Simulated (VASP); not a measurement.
Input of a VASP 6.6.1 run:

Contents of INCAR:

```
ALGO     = Normal         # electronic algorithm
EDIFF    = 1E-7           # SCF threshold, eV
ENCUT    = 520            # plane-wave cutoff, eV
GGA      = PE             # functional
ISIF     = 2              # what is computed and relaxed
ISMEAR   = 0              # smearing method
IVDW     = 12             # dispersion correction
LASPH    = T              # aspherical terms in the spheres
LCHARG   = F              # write CHGCAR
LREAL    = Auto         
LWAVE    = F              # write WAVECAR
NBANDS   = 78             # bands
NELECT   = 120.0        
NELM     = 100            # most SCF steps
PREC     = Accurate       # precision mode
SIGMA    = 0.02           # smearing width, eV
```

The input KPOINTS:

```
k-points
0
Gamma
  2 2 2
```

File POSCAR:

```
Si8O15
1.0
   -4.1929000000     -4.1929000000      0.0000000000
    4.1929000000     -4.1929000000      0.0000000000
    0.0000000000      0.0000000000      5.3408000000
Si O
8 15
Direct
    0.4622482053      0.5013016051      0.0012494383
    0.0104035393      0.5012886069      0.2766089350
    0.5085396742      0.5012976699      0.5012500000
    0.0103998426      0.5012927807      0.7258903161
    0.0016583987      0.0012915882      0.0012509362
    0.5030017410      0.0012983854      0.2494804149
   -0.0018189082      0.0012975506      0.5012496255
    0.5030038875      0.0012991009      0.7530193978
    0.1322257864      0.5013111450      0.0012438212
   -0.0031702402      0.2012338715      0.2530411174
   -0.0031716712      0.8013643302      0.2530454239
    0.2075836533      0.5012992201      0.5012520596
   -0.0031714327      0.2012353025      0.7494596315
    0.8059660378      0.5013000549      0.5012471914
   -0.0031733406      0.8013633762      0.7494551378
    0.6980032913      0.0013000549      0.0012513107
    0.5050313625      0.6897746190      0.2412449446
    0.3058615755      0.0012998164      0.0012492510
    0.5050310048      0.3128275179      0.2412425105
    0.6932242601      0.0013038708      0.5012490638
    0.5050352978      0.6897742613      0.7612546809
    0.3074230246      0.0013019628      0.5012509362
    0.5050345823      0.3128279949      0.7612569278
```

Potentials or basis: VASP PAW PBE potentials, release 64 (Si, O).

The run is started by

```bash
$ cat potpaw_PBE.64/Si/POTCAR potpaw_PBE.64/O/POTCAR > POTCAR
$ mpirun -np 1 vasp_std > vasp.out
```

(1) Estimate the largest force.

(2) Estimate the dispersion energy per atom.

## Answers

(1) 2.511 eV/Å.

(2) -0.236 eV.

Caveat: the k points lie up to 0.59 Å⁻¹ apart; the cell carries a net charge on a neutralising background, which shifts energy and pressure.
